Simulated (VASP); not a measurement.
Here is a VASP 6.6.1 calculation.

Contents of POSCAR:

```
GaN
1.0
    3.1800000000      0.0000000000      0.0000000000
   -1.5900000000      2.7539607840      0.0000000000
    0.0000000000      0.0000000000      5.1660000000
Ga N
2 2
Direct
    0.3333333333      0.6666666667      0.0000000000
    0.6666666667      0.3333333333      0.5000000000
    0.3333333333      0.6666666667      0.3750000000
    0.6666666667      0.3333333333      0.8750000000
```

INCAR.step1

```
SYSTEM = GaN
PREC = Accurate
ENCUT = 600
ISMEAR = -1
SIGMA = 0.08
LREAL = .FALSE.
LASPH = .TRUE.
NELM = 100
GGA = PE
ALGO = Normal
EDIFF = 1E-4
LWAVE = .TRUE.
LCHARG = .FALSE.
```

Contents of INCAR.step2:

```
SYSTEM = GaN
PREC = Accurate
ENCUT = 600
EDIFF = 1E-6
ISMEAR = -1
SIGMA = 0.08
LREAL = .FALSE.
LASPH = .TRUE.
NELM = 100
ALGO = Normal
ISIF = 3
LWAVE = .FALSE.
LCHARG = .FALSE.
METAGGA = R2SCAN
LMIXTAU = .TRUE.
IBRION = 2
NSW = 100
EDIFFG = -0.002
ISTART = 1
```

The input KPOINTS:

```
regular mesh
0
G
  10 10 6
  0 0 0
```

Potentials or basis: VASP PAW PBE potentials, release 64 (Ga_d, N).

Run with:

```console
$ cat potpaw_PBE.64/Ga_d/POTCAR potpaw_PBE.64/N/POTCAR > POTCAR
$ cp INCAR.step1 INCAR
$ mpirun -np 1 vasp_std > vasp.out
$ cp INCAR.step2 INCAR
$ mpirun -np 1 vasp_std > vasp.out
```

(1) Predict the relaxed cell.

(2) What does it give for the space group after relaxing (to 0.1 Å)?

(3) Predict the band gap on the k mesh.

Answers

(1) a = 3.189 Å, b = 3.189 Å, c = 5.195 Å, α = 90.00°, β = 90.00°, γ = 120.00°.

(2) P6_3mc (No. 186).

(3) 2.30 eV.
